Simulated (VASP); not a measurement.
# Sn (P4_122) in VASP: notebook

The runs below take Sn through single point, with PBE.

Everything below comes from runs of VASP 6.6.1. Logs are shortened: lines on timing, memory, paths and dates and some standing lists are left out, and cuts for length are marked.

## Step 1: The cell of the first run

The structure is tetragonal, space group P4_122 (No. 91). The conventional cell has a = 5.454 Å, b = 5.454 Å, c = 4.210 Å, α = 90.00°, β = 90.00°, γ = 90.00°. Sn (site symmetry 2) has 4 Sn at 2.75 to 2.81 Å within 3.6 Å.

The cell was built from a structure type or drawn by symmetry, and may not be a known phase.

## Step 2: Single point, PBE

Input file INCAR:

```
SYSTEM = Sn
ALGO     = Normal         ! electronic algorithm
EDIFF    = 1E-7           ! SCF threshold, eV
ENCUT    = 520            ! plane-wave cutoff, eV
GGA      = PE             ! functional
ISIF     = 2              ! what is computed and relaxed
ISMEAR   = 0              ! smearing method
LASPH    = .TRUE.         ! aspherical terms in the spheres
LCHARG   = .FALSE.        ! write CHGCAR
LREAL    = .FALSE.        ! projectors in reciprocal space
LWAVE    = .FALSE.        ! write WAVECAR
NBANDS   = 36             ! bands
NELM     = 80             ! most SCF steps
PREC     = Accurate       ! precision mode
SIGMA    = 0.1            ! smearing width, eV
```

Input file KPOINTS:

```
k-points
0
G
  4 4 4
  0 0 0
```

Input file POSCAR:

```
Sn
1.0
    5.4537394100      0.0000000000      0.0000000000
    0.0000000000      5.4537394100      0.0000000000
    0.0000000000      0.0000000000      4.2104898600
Sn
4
Direct
    0.3384865200      0.0000000000      0.7500000000
    0.6615134800      0.0000000000      0.2500000000
    0.0000000000      0.3384865200      0.0000000000
    0.0000000000      0.6615134800      0.5000000000
```

Potentials or basis: VASP PAW PBE potentials, release 64 (Sn_d).

Started as:

```bash
$ cat potpaw_PBE.64/Sn_d/POTCAR > POTCAR
$ mpirun -np 1 vasp_std > vasp.out
```

OUTCAR:

```text
SYSTEM = Sn
   EDIFF = 1E-7
   ENCUT = 520
   GGA = PE
   ISIF = 2
   ISMEAR = 0
   LASPH = .TRUE.
   LREAL = .FALSE.
   NELM = 80
   PREC = Accurate

 ion  position               nearest neighbor table
   1  0.338  0.000  0.750-   2 2.75   2 2.75   4 2.81   3 2.81
   2  0.662  0.000  0.250-   1 2.75   1 2.75   4 2.81   3 2.81
   3  0.000  0.338  0.000-   4 2.75   4 2.75   1 2.81   2 2.81
   4  0.000  0.662  0.500-   3 2.75   3 2.75   1 2.81   2 2.81

  LATTYP: Found a simple tetragonal cell.
 ALAT       =     5.4537394100
 C/A-ratio  =     0.7720372287

  Lattice vectors:

 A1 = (   5.4537394100,   0.0000000000,   0.0000000000)
 A2 = (   0.0000000000,   5.4537394100,   0.0000000000)
 A3 = (   0.0000000000,   0.0000000000,   4.2104898600)

Analysis of symmetry for initial positions (statically):
=====================================================================
 Subroutine PRICEL returns:
 Original cell was already a primitive cell.

 Routine SETGRP: Setting up the symmetry group for a
 simple tetragonal supercell.

 Subroutine GETGRP returns: Found  8 space group operations
 (whereof  2 operations were pure point group operations)
 out of a pool of 16 trial point group operations.

The static configuration has the point symmetry C_2 .
 The point group associated with its full space group is D_4 .

Analysis of symmetry for dynamics (positions and initial velocities):
=====================================================================
 Subroutine PRICEL returns:
 Original cell was already a primitive cell.

 Routine SETGRP: Setting up the symmetry group for a
 simple tetragonal supercell.

 Subroutine GETGRP returns: Found  8 space group operations
 (whereof  2 operations were pure point group operations)
 out of a pool of 16 trial point group operations.

The dynamic configuration has the point symmetry C_2 .
 The point group associated with its full space group is D_4 .

 Subroutine INISYM returns: Found  8 space group operations
 (whereof  2 operations are pure point group operations),
 and found     1 'primitive' translations

----------------------------------------------------------------------------------------

                                     Primitive cell

  volume of cell :     125.2338

  direct lattice vectors                    reciprocal lattice vectors
[... 81 lines left out ...]
   LASPH  =      T    aspherical Exc in radial PAW
   ENCUT  =  520.0 eV  38.22 Ry    6.18 a.u.  10.14 10.14  7.83*2*pi/ulx,y,z
   NELM   =     80;   NELMIN=  2; NELMDL= -5     # of ELM steps
   EDIFF  = 0.1E-06   stopping-criterion for ELM
   LREAL  =      F    real-space projection
   EDIFFG = 0.1E-05   stopping-criterion for IOM
   NSW    =      0    number of steps for IOM
   IBRION =     -1    ionic relax: 0-MD 1-quasi-New 2-CG
   NFREE  =      0    steps in history (QN), initial steepest desc. (CG)
   ISIF   =      2    stress and relaxation
   ISYM   =      2    0-nonsym 1-usesym 2-fastsym
   POTIM  = 0.5000    time-step for ionic-motion
   TEBEG  =    0.0;   TEEND  =   0.0 temperature during run
   PSTRESS=    0.0 pullay stress
   NELECT =      56.0000    total number of electrons
   NUPDOWN=      -1.0000    fix difference up-down
   EMIN   =  10.00;   EMAX   =-10.00  energy-range for DOS
   EFERMI =   0.00;   METHOD = LEGACY
   ISMEAR =     0;   SIGMA  =   0.10  broadening in eV -4-tet -1-fermi 0-gaus
   EFERMI_NEDOS =   21; number of points for ismear=-14 and -15
   IALGO  =     38    algorithm
   IMIX   =      4    mixing-type and parameters
     AMIX     =   0.40;   BMIX     =  1.00
     AMIX_MAG =   1.60;   BMIX_MAG =  1.00
  volume/ion in A,a.u.               =      31.31       211.28
  Fermi-wavevector in a.u.,A,eV,Ry     =   1.251883  2.365716 21.323198  1.567211
  Thomas-Fermi vector in A             =   2.385809
   LORBIT       =      0    0 simple, 1 ext, 2 COOP (PROOUT), +10 PAW based schemes
   GGA     = PE    functional components
   LHFCALC =     F    Hartree Fock is set to
   AEXX    =    0.0000 exact exchange contribution
   IVDW    =     0    specifies the selected vdW correction
   LEPSILON=     F    determine dielectric tensor
   LRPA    =     F    only Hartree local field effects (RPA)
 non-spin polarized calculation
 Gauss-broadening in eV      SIGMA  =   0.10
  energy-cutoff  :      520.00
  volume of cell :      125.23
 maximum number of plane-waves:      3396
 NGX is ok and might be reduce to    42
   NGX = 21   NGY = 21   NGZ = 15

 number of electron      56.0000002 magnetization

 Free energy of the ion-electron system (eV)
  ---------------------------------------------------
  ext. energy  EPLUGINS =         0.00000000
  ---------------------------------------------------
  free energy    TOTEN  =       -14.25003628 eV

  energy without entropy =      -14.24667303  energy(sigma->0) =      -14.24835465

 E-fermi :   6.5895     XC(G=0):  -9.3300

 val. band max:        6.3766457855   @ k =   0.5000   0.2500   0.0000
 cond. band min:       6.6555335049   @ k =   0.5000   0.5000   0.2500
 fundamental gap:      0.2788877194
 Fermi energy:         6.5894917375

 k-point     1 :       0.0000    0.0000    0.0000
  band No.  band energies     occupation
      1     -15.4217      2.00000
      2     -15.4217      2.00000
      3     -15.3037      2.00000
      4     -15.2585      2.00000
      5     -15.2070      2.00000
      6     -15.2002      2.00000
[... 691 lines left out ...]
     35      12.6169      0.00000
     36      12.6169      0.00000

------------------------ aborting loop because EDIFF is reached ----------------------------------------

  FORCE on cell =-STRESS in cart. coord.  units (eV):
  Direction    XX          YY          ZZ          XY          YZ          ZX
  --------------------------------------------------------------------------------------
  -------------------------------------------------------------------------------------
  Total        4.3148573      4.3148573      8.3081272      0.0000000     -0.0000000      0.0000000
  in kB       55.2021031     55.2021031    106.2899801      0.0000000     -0.0000000      0.0000000
  external PRESSURE =      72.2313955 kB  Pullay stress =       0.0000000 kB

 VOLUME and BASIS-vectors are now :
 -----------------------------------------------------------------------------
  energy-cutoff  :      520.00
  volume of cell :      125.23
      direct lattice vectors                 reciprocal lattice vectors
     5.453739410  0.000000000  0.000000000     0.183360429  0.000000000  0.000000000
     0.000000000  5.453739410  0.000000000     0.000000000  0.183360429  0.000000000
     0.000000000  0.000000000  4.210489860     0.000000000  0.000000000  0.237502056

 POSITION                                       TOTAL-FORCE (eV/Angst)
 -----------------------------------------------------------------------------------
      1.84602      0.00000      3.15787        -0.155444     -0.000000      0.000000
      3.60772      0.00000      1.05262         0.155444     -0.000000      0.000000
      0.00000      1.84602      0.00000         0.000000     -0.155444     -0.000000
      0.00000      3.60772      2.10524         0.000000      0.155444     -0.000000
 -----------------------------------------------------------------------------------
    total drift:                               -0.000000      0.000000     -0.000000

  FREE ENERGIE OF THE ION-ELECTRON SYSTEM (eV)
  ---------------------------------------------------
  free  energy   TOTEN  =       -14.2500362750 eV

  energy  without entropy=      -14.2466730289  energy(sigma->0) =      -14.24835465
```

OSZICAR:

```text
N       E                     dE             d eps       ncg     rms          rms(c)
DAV:   1     0.569138045326E+03    0.56914E+03   -0.28803E+04  1312   0.237E+03
DAV:   2     0.659132320346E+02   -0.50322E+03   -0.49543E+03  1296   0.586E+02
DAV:   3    -0.106748841751E+02   -0.76588E+02   -0.75653E+02  1456   0.199E+02
DAV:   4    -0.143033570580E+02   -0.36285E+01   -0.36204E+01  1464   0.490E+01
DAV:   5    -0.144082522391E+02   -0.10490E+00   -0.10488E+00  1684   0.838E+00    0.468E+00
DAV:   6    -0.142990920401E+02    0.10916E+00   -0.88800E-02  1632   0.286E+00    0.271E+00
DAV:   7    -0.142459133117E+02    0.53179E-01   -0.14362E-01  1392   0.321E+00    0.234E-01
DAV:   8    -0.142495990131E+02   -0.36857E-02   -0.29181E-02  1392   0.198E+00    0.104E-01
DAV:   9    -0.142499116796E+02   -0.31267E-03   -0.12985E-03  1956   0.249E-01    0.565E-02
DAV:  10    -0.142500295713E+02   -0.11789E-03   -0.24729E-04  1788   0.105E-01    0.113E-02
DAV:  11    -0.142500315173E+02   -0.19460E-05   -0.27401E-05  1420   0.605E-02    0.585E-03
DAV:  12    -0.142500366355E+02   -0.51182E-05   -0.17423E-05  1396   0.154E-02    0.257E-03
DAV:  13    -0.142500358978E+02    0.73773E-06   -0.14942E-06  1604   0.140E-02    0.127E-03
DAV:  14    -0.142500360999E+02   -0.20210E-06   -0.17511E-07  1000   0.239E-03    0.722E-04
DAV:  15    -0.142500362503E+02   -0.15040E-06   -0.32453E-08   844   0.142E-03    0.129E-04
DAV:  16    -0.142500362750E+02   -0.24760E-07   -0.74041E-09   696   0.972E-04
   1 F= -.14250036E+02 E0= -.14248355E+02  d E =-.336325E-02
```

Run time: 40 s. Hardware: 1 thread of AMD EPYC 9R45 (Zen 5), shared host; peak memory 0.21 GiB.

What came out:

- Free energy: -14.2500 eV
- Pressure: 7.2 GPa
- Largest force: 0.155 eV/Å
- Band gap on the k mesh: zero (bands 28 and 29 overlap by 0.38 eV)

Forces in eV/Å, atoms in the order of the input:
```
Sn  -0.155  0.000  0.000
Sn   0.155  0.000  0.000
Sn   0.000 -0.155  0.000
Sn   0.000  0.155  0.000
```

Stress tensor (GPa, compression positive):
```
 5.52  0.00  0.00
 0.00  5.52  0.00
 0.00  0.00 10.63
```

Caveat: the k points lie up to 0.37 Å⁻¹ apart; spin-orbit coupling is left out, which moves the levels of the heavy elements.

## Step 3: Single point, PBE

This run uses another cell than the first one, of 36.06 Å³/atom.

Input file INCAR:

```
SYSTEM = Sn
PREC = Accurate ; ENCUT = 520
EDIFF = 1E-6 ; ISMEAR = 0
SIGMA = 0.1 ; LREAL = .False.
LASPH = .True. ; NELM = 100
ALGO = Fast ; ISIF = 2
LWAVE = .False. ; LCHARG = .True.
GGA = PE ; LELF = .True.
LVHAR = .True. ; NBANDS = 36
```

Input file KPOINTS:

```
Automatic mesh
0
Gamma
  4 4 4
  0 0 0
```

Input file POSCAR:

```
Sn
1.0
    5.6064878009      0.0000000000      0.0000000000
    0.0000000000      5.6064878009      0.0000000000
    0.0000000000      0.0000000000      4.5889511631
Sn
4
Direct
    0.3412863647      0.0000000000      0.7500000000
    0.6587136353      0.0000000000      0.2500000000
    0.0000000000      0.3412863647      0.0000000000
    0.0000000000      0.6587136353      0.5000000000
```

Potentials or basis: VASP PAW PBE potentials, release 64 (Sn_d).

Started as:

```bash
$ cat potpaw_PBE.64/Sn_d/POTCAR > POTCAR
$ mpirun -np 1 vasp_std > vasp.out
```

Wall time 48 s (1 thread of AMD EPYC 9R45 (Zen 5), shared host); peak memory 0.23 GiB.

It converged, with:

```
Free energy            : -14.6779 eV
Pressure               : -0.1 GPa
Largest force          : 0.006 eV/Å
Band gap on the k mesh : zero (bands 28 and 29 overlap by 0.36 eV)
```

Forces on the atoms (eV/Å):
```
Sn   0.006  0.000  0.000
Sn  -0.006  0.000  0.000
Sn   0.000  0.006  0.000
Sn   0.000 -0.006  0.000
```

Stress tensor (GPa, compression positive):
```
-0.19  0.00  0.00
 0.00 -0.19  0.00
 0.00  0.00  0.05
```

Levels at points of the mesh, in eV from the Fermi level:
```
           k point  band 26  band 27  band 28  band 29  band 30  band 31
(0.00, 0.00, 0.00)    -1.22    -1.22    -0.13     0.57     0.57     2.62
(0.50, 0.00, 0.00)    -1.78    -0.91    -0.81     0.05     1.11     1.96
(0.50, 0.50, 0.00)    -0.94    -0.76    -0.28    -0.28     0.85     2.30
(0.00, 0.00, 0.50)    -2.37    -2.01    -2.01     0.56     0.56     2.06
(0.50, 0.00, 0.50)    -2.23    -1.45    -1.45     0.16     0.16     1.82
(0.50, 0.50, 0.50)    -3.91    -1.58    -1.58     2.98     2.98     3.32
```

Caveat: spin-orbit coupling is left out, which moves the levels of the heavy elements.
